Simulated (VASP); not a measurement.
# Fe (Fmmm) in VASP: single point with r2SCAN

Aim: the single point of Fe with r2SCAN.

Everything below comes from runs of VASP 6.6.1. Logs are shortened: lines on timing, memory, paths and dates and some standing lists are left out, and cuts for length are marked.

## Step 1: The cell of the first run

Symmetry: Fmmm, No. 69, orthorhombic system. Conventional cell: a = 2.997 Å, b = 3.883 Å, c = 3.930 Å, α = 90.00°, β = 90.00°, γ = 90.00°. Fe (site symmetry mmm) has 14 Fe at 2.45 to 3.00 Å within 3.2 Å.

## Step 2: Single point, r2SCAN

Input file POSCAR:

```
Fe
1.0
    1.4984397099      0.0000000000      1.9651051623
   -1.4984397099      1.9417396906      0.0000000000
   -2.9968794198     -1.9417396906      1.9651051623
Fe
2
Direct
    0.0000000000      0.0000000000      0.0000000000
    0.5000000000      0.5000000000      0.5000000000
```

Input file INCAR.step1:

```
PREC = Accurate ; ENCUT = 660
ISMEAR = -1 ; SIGMA = 0.1
LREAL = F ; LASPH = T
NELM = 120 ; NBANDS = 15
GGA = PE ; ALGO = Normal
EDIFF = 1E-5 ; LWAVE = T
LCHARG = F ; GGA_COMPAT = F
```

Input file INCAR.step2:

```
PREC = Accurate ; ENCUT = 660
EDIFF = 1E-6 ; ISMEAR = -1
SIGMA = 0.1 ; LREAL = F
LASPH = T ; NELM = 120
ALGO = Normal ; ISIF = 2
LWAVE = F ; LCHARG = T
METAGGA = R2SCAN ; LMIXTAU = T
LELF = T ; LVHAR = T
NBANDS = 15 ; ISTART = 1
GGA_COMPAT = F
```

Input file KPOINTS:

```
regular mesh
0
Gamma
  11 11 7
```

Potentials or basis: VASP PAW PBE potentials, release 64 (Fe).

On the command line:

```console
$ cat potpaw_PBE.64/Fe/POTCAR > POTCAR
$ cp INCAR.step1 INCAR
$ mpirun -np 1 vasp_std > vasp.out
$ cp INCAR.step2 INCAR
$ mpirun -np 1 vasp_std > vasp.out
```

OUTCAR:

```text
PREC = Accurate
   ENCUT = 660
   EDIFF = 1E-6
   ISMEAR = -1
   LREAL = F
   LASPH = T
   NELM = 120
   ISIF = 2
   METAGGA = R2SCAN
   ISTART = 1

 ion  position               nearest neighbor table
   1  0.000  0.000  0.000-   2 2.45   2 2.45   2 2.47   2 2.47   2 2.76   2 2.76   2 3.00   2 3.00

   2  0.500  0.500  0.500-   1 2.45   1 2.45   1 2.47   1 2.47   1 2.76   1 2.76   1 3.00   1 3.00

  LATTYP: Found a triclinic cell.
 ALAT       =     5.9937588396
 B/A-ratio  =     1.0475758695
 C/A-ratio  =     1.4395733362
 COS(alpha) =     0.0000678503
 COS(beta)  =     0.6946502654
 COS(gamma) =     0.7159385987

  Lattice vectors:

 A1 = (   5.9937588396,   0.0000000000,   0.0000000000)
 A2 = (   4.4953191297,  -1.9417396906,   3.9302103246)
 A3 = (   5.9937588396,   1.9417396906,  -5.8953154869)

Analysis of symmetry for initial positions (statically):
=====================================================================
 Subroutine PRICEL returns following result:

  LATTYP: Found a face centered orthorhombic cell.
 ALAT       =     2.9968794198
 B/A-ratio  =     1.2958410524
 C/A-ratio  =     1.3114342535

  Lattice vectors:

 A1 = (   0.0000000000,   1.9417396906,  -1.9651051623)
 A2 = (  -1.4984397099,   0.0000000000,  -1.9651051623)
 A3 = (  -1.4984397099,   1.9417396906,   0.0000000000)

   2 primitive cells build up your supercell.

 Routine SETGRP: Setting up the symmetry group for a
 triclinic supercell.

 Subroutine GETGRP returns: Found  2 space group operations
 (whereof  2 operations were pure point group operations)
 out of a pool of  2 trial point group operations.

The static configuration has the point symmetry S_2 .

Analysis of symmetry for dynamics (positions and initial velocities):
=====================================================================
 Subroutine PRICEL returns following result:

  LATTYP: Found a face centered orthorhombic cell.
 ALAT       =     2.9968794198
 B/A-ratio  =     1.2958410524
 C/A-ratio  =     1.3114342535

  Lattice vectors:

 A1 = (   0.0000000000,   1.9417396906,  -1.9651051623)
 A2 = (  -1.4984397099,   0.0000000000,  -1.9651051623)
 A3 = (  -1.4984397099,   1.9417396906,   0.0000000000)

   2 primitive cells build up your supercell.

 Routine SETGRP: Setting up the symmetry group for a
 triclinic supercell.

 Subroutine GETGRP returns: Found  2 space group operations
 (whereof  2 operations were pure point group operations)
 out of a pool of  2 trial point group operations.

The dynamic configuration has the point symmetry S_2 .

 Subroutine INISYM returns: Found  2 space group operations
 (whereof  2 operations are pure point group operations),
 and found     2 'primitive' translations

----------------------------------------------------------------------------------------

                                     Primitive cell

  volume of cell :      11.4353

  direct lattice vectors                    reciprocal lattice vectors
     0.000000000  1.941739691 -1.965105162     0.333680426  0.257501045 -0.254439309
    -1.498439710  0.000000000 -1.965105162    -0.333680426 -0.257501045 -0.254439309
    -1.498439710  1.941739691  0.000000000    -0.333680426  0.257501045  0.254439309

  length of vectors
     2.762605894  2.471226388  2.452687218     0.492329947  0.492329947  0.492329947

  position of ions in fractional coordinates (direct lattice)
     0.000000000  0.000000000  0.000000000

  ion indices of the primitive-cell ions
   primitive index   ion index
                 1           1

----------------------------------------------------------------------------------------

 KPOINTS: regular mesh

Automatic generation of k-mesh.
 Grid dimensions read from file:
 generate k-points for:   11   11    7

 Generating k-lattice:

  Cartesian coordinates                     Fractional coordinates (reciprocal lattice)
     0.015167292  0.011704593  0.034696269     0.090909091  0.000000000  0.000000000
    -0.015167292  0.035113779  0.011565423     0.000000000  0.090909091 -0.000000000
    -0.023834316 -0.018392932  0.018174236     0.000000000  0.000000000  0.142857143

  Length of vectors
     0.039634270  0.039959770  0.035166425

  Shift w.r.t. Gamma in fractional coordinates (k-lattice)
     0.000000000  0.000000000  0.000000000

 Subroutine IBZKPT returns following result:
 ===========================================

 Found    424 irreducible k-points:

 Following reciprocal coordinates:
            Coordinates               Weight
  0.000000  0.000000  0.000000      1.000000
  0.090909 -0.000000 -0.000000      2.000000
  0.181818  0.000000 -0.000000      2.000000
  0.272727  0.000000 -0.000000      2.000000
  0.363636 -0.000000 -0.000000      2.000000
  0.454545  0.000000 -0.000000      2.000000
[... 16 lines left out ...]
  0.454545  0.181818 -0.000000      2.000000
 -0.454545  0.181818  0.000000      2.000000
 [... further k-points ...]
   k-points           NKPTS =    424   k-points in BZ     NKDIM =    424   number of bands    NBANDS=     15
   number of dos      NEDOS =    301   number of ions     NIONS =      2
   total plane-waves  NPLWV =  20736
   dimension x,y,z NGX =    24 NGY =   24 NGZ =   36
   dimension x,y,z NGXF=    48 NGYF=   48 NGZF=   72
   ions per type =               2
   NGX,Y,Z   is equivalent  to a cutoff of  16.15, 16.27, 14.68 a.u.
   NGXF,Y,Z  is equivalent  to a cutoff of  32.29, 32.53, 29.37 a.u.
 SYSTEM =  unknown system
   PREC   = accura    normal or accurate (medium, high low for compatibility)
   ISTART =      1    job   : 0-new  1-cont  2-samecut
   ICHARG =      0    charge: 1-file 2-atom 10-const
   ISPIN  =      1    spin polarized calculation?
   LNONCOLLINEAR =      F non collinear calculations
   LSORBIT =      F    spin-orbit coupling
   LASPH  =      T    aspherical Exc in radial PAW
   ENCUT  =  660.0 eV  48.51 Ry    6.96 a.u.   5.18  5.14  8.54*2*pi/ulx,y,z
   NELM   =    120;   NELMIN=  2; NELMDL=  0     # of ELM steps
   EDIFF  = 0.1E-05   stopping-criterion for ELM
   LREAL  =      F    real-space projection
[... 7 lines left out ...]
   TEBEG  =    0.0;   TEEND  =   0.0 temperature during run
   PSTRESS=    0.0 pullay stress
   NELECT =      16.0000    total number of electrons
   NUPDOWN=      -1.0000    fix difference up-down
   EMIN   =  10.00;   EMAX   =-10.00  energy-range for DOS
   EFERMI =   0.00;   METHOD = LEGACY
   ISMEAR =    -1;   SIGMA  =   0.10  broadening in eV -4-tet -1-fermi 0-gaus
   EFERMI_NEDOS =   21; number of points for ismear=-14 and -15
   IALGO  =     38    algorithm
   IMIX   =      4    mixing-type and parameters
     AMIX     =   0.40;   BMIX     =  1.00
     AMIX_MAG =   1.60;   BMIX_MAG =  1.00
  volume/ion in A,a.u.               =      11.44        77.17
  Fermi-wavevector in a.u.,A,eV,Ry     =   1.453303  2.746344 28.736719  2.112089
  Thomas-Fermi vector in A             =   2.570585
   LORBIT       =      0    0 simple, 1 ext, 2 COOP (PROOUT), +10 PAW based schemes
   METAGGA = R2SCAN    functional components
   LHFCALC =     F    Hartree Fock is set to
   AEXX    =    0.0000 exact exchange contribution
   IVDW    =     0    specifies the selected vdW correction
   LEPSILON=     F    determine dielectric tensor
   LRPA    =     F    only Hartree local field effects (RPA)
 non-spin polarized calculation
  energy-cutoff  :      660.00
  volume of cell :       22.87
 maximum number of plane-waves:       895
 NGX is ok and might be reduce to    24
   NGX = 11   NGY = 11   NGZ = 17

 number of electron      16.0000001 magnetization

 Free energy of the ion-electron system (eV)
  ---------------------------------------------------
  ext. energy  EPLUGINS =         0.00000000
  ---------------------------------------------------
  free energy    TOTEN  =       -26.54276196 eV

  energy without entropy =      -26.34895123  energy(sigma->0) =      -26.44585659

 E-fermi :   5.6587     XC(G=0): -14.2624

 val. band max:        5.6583540720   @ k =  -0.4545   0.4545   0.2857
 cond. band min:       5.6597231306   @ k =  -0.2727  -0.3636   0.2857
 fundamental gap:      0.0013690585
 Fermi energy:         5.6586635463

 k-point     1 :       0.0000    0.0000    0.0000
  band No.  band energies     occupation
      1      -3.1877      2.00000
      2       1.0609      2.00000
      3       3.0170      2.00000
      4       3.7814      2.00000
      5       3.9069      2.00000
      6       4.3216      2.00000
      7       5.2962      1.94806
      8       5.4029      1.85617
      9       5.8441      0.27068
     10       5.8862      0.18642
     11       5.9766      0.07990
     12       6.7548      0.00003
     13      13.4593      0.00000
     14      25.4419      0.00000
     15      28.0431      0.00000

 k-point     2 :       0.0909   -0.0000   -0.0000
  band No.  band energies     occupation
      1      -2.9156      2.00000
      2       1.2464      2.00000
      3       3.0203      2.00000
      4       3.7245      2.00000
      5       3.9955      2.00000
      6       4.3229      2.00000
      7       4.8088      1.99959
      8       5.3644      1.89982
      9       5.4070      1.85055
     10       5.8368      0.28819
     11       6.1574      0.01355
     12       7.7681      0.00000
     13      13.4860      0.00000
     14      23.6962      0.00000
     15      27.1550      0.00000

 k-point     3 :       0.1818    0.0000   -0.0000
  band No.  band energies     occupation
      1      -2.1300      2.00000
      2       1.7393      2.00000
      3       2.9851      2.00000
      4       3.5530      2.00000
      5       3.9020      2.00000
      6       3.9772      2.00000
      7       4.5939      1.99995
      8       5.3943      1.86728
      9       5.4134      1.84145
     10       5.7887      0.42827
     11       6.0802      0.02912
     12       9.4533      0.00000
     13      13.5862      0.00000
     14      20.1874      0.00000
     15      26.6232      0.00000
[... 343 lines left out ...]
 k-point    23 :       0.4545    0.1818   -0.0000
  band No.  band energies     occupation
      1       2.2241      2.00000
      2       2.3598      2.00000
      3       2.6573      2.00000
      4       2.6639      2.00000
      5       2.8627      2.00000
      6       3.8907      2.00000
      7       5.1214      1.99076
      8       5.7776      0.46662
      9       5.9302      0.12420
     10       6.2277      0.00673
     11       9.1532      0.00000
     12       9.6533      0.00000
     13      16.6801      0.00000
     14      18.1718      0.00000
     15      18.5819      0.00000

 k-point    24 :      -0.4545    0.1818    0.0000
  band No.  band energies     occupation
      1       1.3925      2.00000
      2       2.4080      2.00000
      3       2.5124      2.00000
      4       2.8323      2.00000
      5       3.0326      2.00000
      6       3.6784      2.00000
      7       5.5605      1.45481
      8       5.6671      0.95791
      9       5.7918      0.41793
     10       6.2709      0.00438
     11       7.4813      0.00000
     12      12.2402      0.00000
     13      14.4986      0.00000
     14      16.6923      0.00000
     15      19.5826      0.00000

 [... further k-points ...]
[... 5 lines left out ...]
  --------------------------------------------------------------------------------------
  -------------------------------------------------------------------------------------
  Total       -2.0911553     -4.5103777     -4.8568461      0.0112001      0.0090724     -0.0101036
  in kB     -146.4943279   -315.9711436   -340.2427314      0.7846161      0.6355572     -0.7077989
  external PRESSURE =    -267.5694010 kB  Pullay stress =       0.0000000 kB

 VOLUME and BASIS-vectors are now :
 -----------------------------------------------------------------------------
  energy-cutoff  :      660.00
  volume of cell :       22.87
      direct lattice vectors                 reciprocal lattice vectors
     1.498439710  0.000000000  1.965105162     0.166840213  0.128750523  0.381658964
    -1.498439710  1.941739691  0.000000000    -0.166840213  0.386251568  0.127219655
    -2.996879420 -1.941739691  1.965105162    -0.166840213 -0.128750523  0.127219655

 POSITION                                       TOTAL-FORCE (eV/Angst)
 -----------------------------------------------------------------------------------
      0.00000      0.00000      0.00000        -0.000000     -0.000000     -0.000000
     -1.49844      0.00000      1.96511         0.000000      0.000000      0.000000
 -----------------------------------------------------------------------------------
    total drift:                                0.000000      0.000000      0.000000

  FREE ENERGIE OF THE ION-ELECTRON SYSTEM (eV)
  ---------------------------------------------------
  free  energy   TOTEN  =       -26.5427619577 eV

  energy  without entropy=      -26.3489512261  energy(sigma->0) =      -26.44585659
```

Run time: 16 min. Hardware: 1 thread of Oxide Virtual Turin-like, shared host; peak memory 0.27 GiB.

Results:

* Free energy: -26.5428 eV
* Pressure: -26.8 GPa
* Band gap on the k mesh: zero (bands 8 and 9 overlap by 1.56 eV)

Stress tensor (GPa, compression positive):
```
-14.65   0.08  -0.07
  0.08 -31.60   0.06
 -0.07   0.06 -34.02
```

Caveat: the stress differs along the axes, from -34 to -15 GPa; the PAW data sets were made with another functional, which shifts forces and pressure a little; the run has no spin polarisation, though such a crystal can be magnetic. Spin polarisation is off, so any magnetic state and its effect on volume and gap are missing.
